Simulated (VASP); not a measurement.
# MgSe (Fm-3m) in VASP: single point with PBE

Aim: the single point of MgSe with PBE.

Program: VASP 6.6.1. These are calculated values, not measurements. Logs are shortened: lines on timing, memory, paths and dates and some standing lists are left out, and cuts for length are marked.

## (1) The cell of the first run

The structure is cubic, space group Fm-3m (No. 225). The conventional cell has a = 5.451 Å, b = 5.451 Å, c = 5.451 Å, α = 90.00°, β = 90.00°, γ = 90.00°. Within 3.6 Å of Mg (site symmetry m-3m) lie 6 Se at 2.73 Å. Within 3.6 Å of Se (site symmetry m-3m) lie 6 Mg at 2.73 Å.

## (2) Single point, PBE

The input, INCAR:

```
PREC = Accurate
ENCUT = 600
EDIFF = 1E-6
ISMEAR = -1
SIGMA = 0.1
LREAL = False
LASPH = True
NELM = 120
ALGO = Normal
ISIF = 2
LWAVE = False
LCHARG = True
GGA = PE
LELF = True
LVHAR = True
NBANDS = 11
GGA_COMPAT = False
```

The input, KPOINTS:

```
regular mesh
0
Gamma
  6 6 6
```

The input, POSCAR:

```
MgSe
1.0
    0.0000000000      2.7255000000      2.7255000000
    2.7255000000      0.0000000000      2.7255000000
    2.7255000000      2.7255000000      0.0000000000
Mg Se
1 1
Direct
    0.0000000000      0.0000000000      0.0000000000
    0.5000000000      0.5000000000      0.5000000000
```

Potentials or basis: VASP PAW PBE potentials, release 64 (Mg, Se).

Launch:

```console
cat potpaw_PBE.64/Mg/POTCAR potpaw_PBE.64/Se/POTCAR > POTCAR
mpirun -np 1 vasp_std > vasp.out
```

OUTCAR:

```text
PREC = Accurate
   ENCUT = 600
   EDIFF = 1E-6
   ISMEAR = -1
   LREAL = False
   LASPH = True
   NELM = 120
   ISIF = 2
   GGA = PE

 ion  position               nearest neighbor table
   1  0.000  0.000  0.000-   2 2.73   2 2.73   2 2.73   2 2.73   2 2.73   2 2.73
   2  0.500  0.500  0.500-   1 2.73   1 2.73   1 2.73   1 2.73   1 2.73   1 2.73

  LATTYP: Found a face centered cubic cell.
 ALAT       =     5.4510000000

  Lattice vectors:

 A1 = (   0.0000000000,   2.7255000000,   2.7255000000)
 A2 = (   2.7255000000,   0.0000000000,   2.7255000000)
 A3 = (   2.7255000000,   2.7255000000,   0.0000000000)

Analysis of symmetry for initial positions (statically):
=====================================================================
 Subroutine PRICEL returns:
 Original cell was already a primitive cell.

 Routine SETGRP: Setting up the symmetry group for a
 face centered cubic supercell.

 Subroutine GETGRP returns: Found 48 space group operations
 (whereof 48 operations were pure point group operations)
 out of a pool of 48 trial point group operations.

The static configuration has the point symmetry O_h .

Analysis of symmetry for dynamics (positions and initial velocities):
=====================================================================
 Subroutine PRICEL returns:
 Original cell was already a primitive cell.

 Routine SETGRP: Setting up the symmetry group for a
 face centered cubic supercell.

 Subroutine GETGRP returns: Found 48 space group operations
 (whereof 48 operations were pure point group operations)
 out of a pool of 48 trial point group operations.

The dynamic configuration has the point symmetry O_h .

 Subroutine INISYM returns: Found 48 space group operations
 (whereof 48 operations are pure point group operations),
 and found     1 'primitive' translations

----------------------------------------------------------------------------------------

                                     Primitive cell

  volume of cell :      40.4919

  direct lattice vectors                    reciprocal lattice vectors
     0.000000000  2.725500000  2.725500000    -0.183452578  0.183452578  0.183452578
     2.725500000  0.000000000  2.725500000     0.183452578 -0.183452578  0.183452578
     2.725500000  2.725500000  0.000000000     0.183452578  0.183452578 -0.183452578

  length of vectors
     3.854439064  3.854439064  3.854439064     0.317749185  0.317749185  0.317749185

[... 77 lines left out ...]
   ISIF   =      2    stress and relaxation
   ISYM   =      2    0-nonsym 1-usesym 2-fastsym
   POTIM  = 0.5000    time-step for ionic-motion
   TEBEG  =    0.0;   TEEND  =   0.0 temperature during run
   PSTRESS=    0.0 pullay stress
   NELECT =       8.0000    total number of electrons
   NUPDOWN=      -1.0000    fix difference up-down
   EMIN   =  10.00;   EMAX   =-10.00  energy-range for DOS
   EFERMI =   0.00;   METHOD = LEGACY
   ISMEAR =    -1;   SIGMA  =   0.10  broadening in eV -4-tet -1-fermi 0-gaus
   EFERMI_NEDOS =   21; number of points for ismear=-14 and -15
   IALGO  =     38    algorithm
   IMIX   =      4    mixing-type and parameters
     AMIX     =   0.40;   BMIX     =  1.00
     AMIX_MAG =   1.60;   BMIX_MAG =  1.00
  volume/ion in A,a.u.               =      20.25       136.63
  Fermi-wavevector in a.u.,A,eV,Ry     =   0.953488  1.801831 12.369596  0.909140
  Thomas-Fermi vector in A             =   2.082148
   LORBIT       =      0    0 simple, 1 ext, 2 COOP (PROOUT), +10 PAW based schemes
   GGA     = PE    functional components
   LHFCALC =     F    Hartree Fock is set to
   AEXX    =    0.0000 exact exchange contribution
   IVDW    =     0    specifies the selected vdW correction
   LEPSILON=     F    determine dielectric tensor
   LRPA    =     F    only Hartree local field effects (RPA)
 non-spin polarized calculation
  energy-cutoff  :      600.00
  volume of cell :       40.49
 maximum number of plane-waves:      1363
   NGX = 15   NGY = 15   NGZ = 15

 number of electron       8.0000000 magnetization

 Free energy of the ion-electron system (eV)
  ---------------------------------------------------
  ext. energy  EPLUGINS =         0.00000000
  ---------------------------------------------------
  free energy    TOTEN  =        -7.47863474 eV

  energy without entropy =       -7.47862285  energy(sigma->0) =       -7.47862879

 E-fermi :   4.1796     XC(G=0):  -9.4885

 val. band max:        3.2318743837   @ k =   0.0000   0.0000   0.0000
 cond. band min:       5.0304960311   @ k =   0.5000   0.5000   0.0000
 fundamental gap:      1.7986216474
 Fermi energy:         4.1795746067

 k-point     1 :       0.0000    0.0000    0.0000
  band No.  band energies     occupation
      1      -9.7121      2.00000
      2       3.2319      1.99985
      3       3.2319      1.99985
      4       3.2319      1.99985
      5       5.8276      0.00000
      6      10.6410      0.00000
      7      10.6410      0.00000
      8      10.6410      0.00000
      9      13.1993      0.00000
     10      13.1993      0.00000
     11      14.2083      0.00000
[... 197 lines left out ...]
 k-point    16 :      -0.3333    0.5000    0.1667
  band No.  band energies     occupation
      1      -8.2409      2.00000
      2      -0.6026      2.00000
      3       0.5497      2.00000
      4       0.8328      2.00000
      5       6.8139      0.00000
      6       9.0327      0.00000
      7      11.4270      0.00000
      8      12.7204      0.00000
      9      15.8292      0.00000
     10      17.1130      0.00000
     11      17.8442      0.00000

------------------------ aborting loop because EDIFF is reached ----------------------------------------

  FORCE on cell =-STRESS in cart. coord.  units (eV):
  Direction    XX          YY          ZZ          XY          YZ          ZX
  --------------------------------------------------------------------------------------
  -------------------------------------------------------------------------------------
  Total        0.4901052      0.4901052      0.4901052     -0.0000000     -0.0000000      0.0000000
  in kB       19.3923897     19.3923897     19.3923897     -0.0000000     -0.0000000      0.0000000
  external PRESSURE =      19.3923897 kB  Pullay stress =       0.0000000 kB

 VOLUME and BASIS-vectors are now :
 -----------------------------------------------------------------------------
  energy-cutoff  :      600.00
  volume of cell :       40.49
      direct lattice vectors                 reciprocal lattice vectors
     0.000000000  2.725500000  2.725500000    -0.183452578  0.183452578  0.183452578
     2.725500000  0.000000000  2.725500000     0.183452578 -0.183452578  0.183452578
     2.725500000  2.725500000  0.000000000     0.183452578  0.183452578 -0.183452578

 POSITION                                       TOTAL-FORCE (eV/Angst)
 -----------------------------------------------------------------------------------
      0.00000      0.00000      0.00000        -0.000000     -0.000000      0.000000
      2.72550      2.72550      2.72550         0.000000      0.000000     -0.000000
 -----------------------------------------------------------------------------------
    total drift:                               -0.000000     -0.000000      0.000000

  FREE ENERGIE OF THE ION-ELECTRON SYSTEM (eV)
  ---------------------------------------------------
  free  energy   TOTEN  =        -7.4786347358 eV

  energy  without entropy=       -7.4786228458  energy(sigma->0) =       -7.47862879
```

OSZICAR:

```text
N       E                     dE             d eps       ncg     rms          rms(c)
DAV:   1     0.243312558588E+02    0.24331E+02   -0.39272E+03   352   0.670E+02
DAV:   2    -0.629289604250E+01   -0.30624E+02   -0.29195E+02   457   0.101E+02
DAV:   3    -0.777294529246E+01   -0.14800E+01   -0.14778E+01   435   0.237E+01
DAV:   4    -0.778021317099E+01   -0.72679E-02   -0.72675E-02   391   0.193E+00
DAV:   5    -0.778026230005E+01   -0.49129E-04   -0.49129E-04   435   0.160E-01    0.299E+00
DAV:   6    -0.752184327625E+01    0.25842E+00   -0.44907E-01   376   0.252E+00    0.189E+00
DAV:   7    -0.747906224672E+01    0.42781E-01   -0.20768E-01   400   0.184E+00    0.945E-01
DAV:   8    -0.747871744625E+01    0.34480E-03   -0.97427E-03   397   0.526E-01    0.254E-01
DAV:   9    -0.747862487665E+01    0.92570E-04   -0.28156E-04   406   0.907E-02    0.116E-01
DAV:  10    -0.747863731712E+01   -0.12440E-04   -0.12232E-04   388   0.484E-02    0.226E-02
DAV:  11    -0.747863453985E+01    0.27773E-05   -0.17961E-05   400   0.171E-02    0.556E-03
DAV:  12    -0.747863473577E+01   -0.19592E-06   -0.62225E-07   233   0.466E-03
   1 F= -.74786347E+01 E0= -.74786288E+01  d E =-.118900E-04
```

It took 15 s on 1 thread of AMD EPYC 7R13, shared host; peak memory 0.14 GiB.

Results:

| Quantity | Value |
| --- | --- |
| Free energy | -7.4786 eV |
| Pressure | 1.9 GPa |
| Band gap on the k mesh | 1.80 eV, indirect (least direct gap 2.60 eV) |

A k mesh can miss the band edges. PBE gaps usually lie below the measured ones, often by a third to a half.
